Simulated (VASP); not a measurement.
# Cd (P6_3/mmc) in VASP: notebook

The runs below take Cd through single point, relaxation of cell and atoms, with LDA.

All numbers are computed with VASP 6.6.1; they aren't measurements. Logs are shortened: lines on timing, memory, paths and dates and some standing lists are left out, and cuts for length are marked.

**1. The cell of the first run**

The structure is hexagonal, space group P6_3/mmc (No. 194). Conventional cell: a = 2.882 Å, b = 2.882 Å, c = 5.638 Å, α = 90.00°, β = 90.00°, γ = 120.00°. Within 3.8 Å of Cd (site symmetry -6m2) lie 12 Cd at 2.88 to 3.27 Å.

**2. Single point, LDA**

Input file INCAR:

```
PREC     = Accurate       # precision mode
ENCUT    = 520            # plane-wave cutoff, eV
EDIFF    = 1E-6           # SCF threshold, eV
ISMEAR   = -1             # smearing method
SIGMA    = 0.1            # smearing width, eV
LREAL    = F              # projectors in reciprocal space
LASPH    = T              # aspherical terms in the spheres
NELM     = 80             # most SCF steps
ALGO     = Normal         # electronic algorithm
ISIF     = 2              # what is computed and relaxed
LWAVE    = F              # write WAVECAR
LCHARG   = F              # write CHGCAR
NBANDS   = 19             # bands
```

Input file KPOINTS:

```
Automatic mesh
0
Gamma
  12 12 6
```

Input file POSCAR:

```
Cd
1.0
    2.8818641736      0.0000000000      0.0000000000
   -1.4409320868      2.4957675846      0.0000000000
    0.0000000000      0.0000000000      5.6383707493
Cd
2
Direct
    0.3333333333      0.6666666667      0.2500000000
    0.6666666667      0.3333333333      0.7500000000
```

Potentials or basis: VASP PAW LDA potentials, release 64 (Cd).

On the command line:

```bash
$ cat potpaw_LDA.64/Cd/POTCAR > POTCAR
$ mpirun -np 1 vasp_std > vasp.out
```

OUTCAR:

```text
PREC = Accurate
   ENCUT = 520
   EDIFF = 1E-6
   ISMEAR = -1
   LREAL = F
   LASPH = T
   NELM = 80
   ISIF = 2

 ion  position               nearest neighbor table
   1  0.333  0.667  0.250-   2 3.27   2 3.27   2 3.27   2 3.27   2 3.27   2 3.27
   2  0.667  0.333  0.750-   1 3.27   1 3.27   1 3.27   1 3.27   1 3.27   1 3.27

  LATTYP: Found a hexagonal cell.
 ALAT       =     2.8818641736
 C/A-ratio  =     1.9565012123

  Lattice vectors:

 A1 = (   2.8818641736,   0.0000000000,   0.0000000000)
 A2 = (  -1.4409320868,   2.4957675846,   0.0000000000)
 A3 = (   0.0000000000,   0.0000000000,   5.6383707493)

Analysis of symmetry for initial positions (statically):
=====================================================================
 Subroutine PRICEL returns:
 Original cell was already a primitive cell.

 Routine SETGRP: Setting up the symmetry group for a
 hexagonal supercell.

 Subroutine GETGRP returns: Found 24 space group operations
 (whereof 12 operations were pure point group operations)
 out of a pool of 24 trial point group operations.

The static configuration has the point symmetry D_3d.
 The point group associated with its full space group is D_6h.

Analysis of symmetry for dynamics (positions and initial velocities):
=====================================================================
 Subroutine PRICEL returns:
 Original cell was already a primitive cell.

 Routine SETGRP: Setting up the symmetry group for a
 hexagonal supercell.

 Subroutine GETGRP returns: Found 24 space group operations
 (whereof 12 operations were pure point group operations)
 out of a pool of 24 trial point group operations.

The dynamic configuration has the point symmetry D_3d.
 The point group associated with its full space group is D_6h.

 Subroutine INISYM returns: Found 24 space group operations
 (whereof 12 operations are pure point group operations),
 and found     1 'primitive' translations

----------------------------------------------------------------------------------------

                                     Primitive cell

  volume of cell :      40.5538

  direct lattice vectors                    reciprocal lattice vectors
     2.881864174  0.000000000  0.000000000     0.346997617  0.200339167  0.000000000
    -1.440932087  2.495767585  0.000000000     0.000000000  0.400678335  0.000000000
     0.000000000  0.000000000  5.638370749     0.000000000  0.000000000  0.177356198

  length of vectors
     2.881864174  2.881864174  5.638370749     0.400678335  0.400678335  0.177356198

[... 79 lines left out ...]
   NELM   =     80;   NELMIN=  2; NELMDL= -5     # of ELM steps
   EDIFF  = 0.1E-05   stopping-criterion for ELM
   LREAL  =      F    real-space projection
   EDIFFG = 0.1E-04   stopping-criterion for IOM
   NSW    =      0    number of steps for IOM
   IBRION =     -1    ionic relax: 0-MD 1-quasi-New 2-CG
   NFREE  =      0    steps in history (QN), initial steepest desc. (CG)
   ISIF   =      2    stress and relaxation
   ISYM   =      2    0-nonsym 1-usesym 2-fastsym
   POTIM  = 0.5000    time-step for ionic-motion
   TEBEG  =    0.0;   TEEND  =   0.0 temperature during run
   PSTRESS=    0.0 pullay stress
   NELECT =      24.0000    total number of electrons
   NUPDOWN=      -1.0000    fix difference up-down
   EMIN   =  10.00;   EMAX   =-10.00  energy-range for DOS
   EFERMI =   0.00;   METHOD = LEGACY
   ISMEAR =    -1;   SIGMA  =   0.10  broadening in eV -4-tet -1-fermi 0-gaus
   EFERMI_NEDOS =   21; number of points for ismear=-14 and -15
   IALGO  =     38    algorithm
   IMIX   =      4    mixing-type and parameters
     AMIX     =   0.40;   BMIX     =  1.00
     AMIX_MAG =   1.60;   BMIX_MAG =  1.00
  volume/ion in A,a.u.               =      20.28       136.84
  Fermi-wavevector in a.u.,A,eV,Ry     =   1.374469  2.597369 25.703635  1.889164
  Thomas-Fermi vector in A             =   2.499892
   LORBIT       =      0    0 simple, 1 ext, 2 COOP (PROOUT), +10 PAW based schemes
   GGA     = CA    functional components
   LHFCALC =     F    Hartree Fock is set to
   AEXX    =    0.0000 exact exchange contribution
   IVDW    =     0    specifies the selected vdW correction
   LEPSILON=     F    determine dielectric tensor
   LRPA    =     F    only Hartree local field effects (RPA)
 non-spin polarized calculation
  energy-cutoff  :      520.00
  volume of cell :       40.55
 maximum number of plane-waves:      1136
 NGX is ok and might be reduce to    24
   NGX = 11   NGY = 11   NGZ = 21

 number of electron      23.9999994 magnetization

 Free energy of the ion-electron system (eV)
  ---------------------------------------------------
  ext. energy  EPLUGINS =         0.00000000
  ---------------------------------------------------
  free energy    TOTEN  =        -3.05311827 eV

  energy without entropy =       -3.04186259  energy(sigma->0) =       -3.04749043

 E-fermi :   3.2052     XC(G=0): -11.6946

 val. band max:        3.1528639382   @ k =   0.1667   0.0833   0.1667
 cond. band min:       3.5270879820   @ k =   0.3333   0.3333   0.0000
 fundamental gap:      0.3742240438
 Fermi energy:         3.2052237398

 k-point     1 :       0.0000    0.0000    0.0000
  band No.  band energies     occupation
      1      -7.0194      2.00000
      2      -6.7921      2.00000
      3      -6.2186      2.00000
      4      -6.2186      2.00000
      5      -6.1692      2.00000
      6      -6.1692      2.00000
[... 505 lines left out ...]
      6      -5.7469      2.00000
[... 11 lines left out ...]
     18      15.8808      0.00000
     19      17.2835      0.00000

 [... further k-points ...]

------------------------ aborting loop because EDIFF is reached ----------------------------------------

  FORCE on cell =-STRESS in cart. coord.  units (eV):
  Direction    XX          YY          ZZ          XY          YZ          ZX
  --------------------------------------------------------------------------------------
  -------------------------------------------------------------------------------------
  Total        0.2181701      0.2181701      0.0973648      0.0000000     -0.0000000     -0.0000000
  in kB        8.6193486      8.6193486      3.8466393      0.0000000     -0.0000000     -0.0000000
  external PRESSURE =       7.0284455 kB  Pullay stress =       0.0000000 kB

 VOLUME and BASIS-vectors are now :
 -----------------------------------------------------------------------------
  energy-cutoff  :      520.00
  volume of cell :       40.55
      direct lattice vectors                 reciprocal lattice vectors
     2.881864174  0.000000000  0.000000000     0.346997617  0.200339167  0.000000000
    -1.440932087  2.495767585  0.000000000     0.000000000  0.400678335  0.000000000
     0.000000000  0.000000000  5.638370749     0.000000000  0.000000000  0.177356198

 POSITION                                       TOTAL-FORCE (eV/Angst)
 -----------------------------------------------------------------------------------
     -0.00000      1.66385      1.40959         0.000000      0.000000      0.000000
      1.44093      0.83192      4.22878        -0.000000      0.000000     -0.000000
 -----------------------------------------------------------------------------------
    total drift:                               -0.000000      0.000000      0.000000

  FREE ENERGIE OF THE ION-ELECTRON SYSTEM (eV)
  ---------------------------------------------------
  free  energy   TOTEN  =        -3.0531182727 eV

  energy  without entropy=       -3.0418625942  energy(sigma->0) =       -3.04749043
```

It took 23 s on 1 thread of AMD EPYC 9R45 (Zen 5), shared host; peak memory 0.14 GiB.

Results:

* Free energy: -3.0531 eV
* Pressure: 0.7 GPa
* Band gap on the k mesh: zero (bands 12 and 13 overlap by 4.65 eV)

**3. Single point, LDA (17.84 Å³/atom)**

This run uses another cell than the first one, of 17.84 Å³/atom.

Input file INCAR:

```
SYSTEM = Cd
ALGO     = Normal         ! electronic algorithm
EDIFF    = 1E-6           ! SCF threshold, eV
ENCUT    = 520            ! plane-wave cutoff, eV
ISIF     = 2              ! what is computed and relaxed
ISMEAR   = -1             ! smearing method
LASPH    = .True.         ! aspherical terms in the spheres
LCHARG   = .True.         ! write CHGCAR
LELF     = .True.         ! ELF
LREAL    = .False.        ! projectors in reciprocal space
LVHAR    = .True.       
LWAVE    = .False.        ! write WAVECAR
NBANDS   = 19             ! bands
NELM     = 100            ! most SCF steps
PREC     = Accurate       ! precision mode
SIGMA    = 0.1            ! smearing width, eV
```

Input file KPOINTS:

```
k-points
0
Gamma
  21 21 9
  0 0 0
```

Input file POSCAR:

```
Cd
1.0
    2.7616442453      0.0000000000      0.0000000000
   -1.3808221226      2.3916540727      0.0000000000
    0.0000000000      0.0000000000      5.4031603140
Cd
2
Direct
    0.3333333333      0.6666666667      0.2500000000
    0.6666666667      0.3333333333      0.7500000000
```

Potentials or basis: VASP PAW LDA potentials, release 64 (Cd).

On the command line:

```bash
$ cat potpaw_LDA.64/Cd/POTCAR > POTCAR
$ mpirun -np 1 vasp_std > vasp.out
```

Wall time 65 s (1 thread of AMD EPYC 9R45 (Zen 5), shared host); peak memory 0.21 GiB.

It converged, with:

| Property | Result |
| --- | --- |
| Free energy | -2.8324 eV |
| Pressure | 14.8 GPa |
| Band gap on the k mesh | zero (bands 12 and 13 overlap by 5.12 eV) |

Stress tensor (GPa, compression positive):
```
18.30  0.00  0.00
 0.00 18.30  0.00
 0.00  0.00  7.94
```

Levels at points of the mesh, in eV from the Fermi level:
```tsv
k point	band 9	band 10	band 11	band 12	band 13	band 14	band 15	band 16
(0.00, 0.00, 0.00)	-8.92	-8.60	-8.60	-4.11	-3.26	10.64	15.69	16.13
```

Caveat: the stress differs along the axes, from 8 to 18 GPa.

(Part 1 of 2 ends here.)

The gap in the log of VASP goes by the Fermi energy; the results here count the filled bands.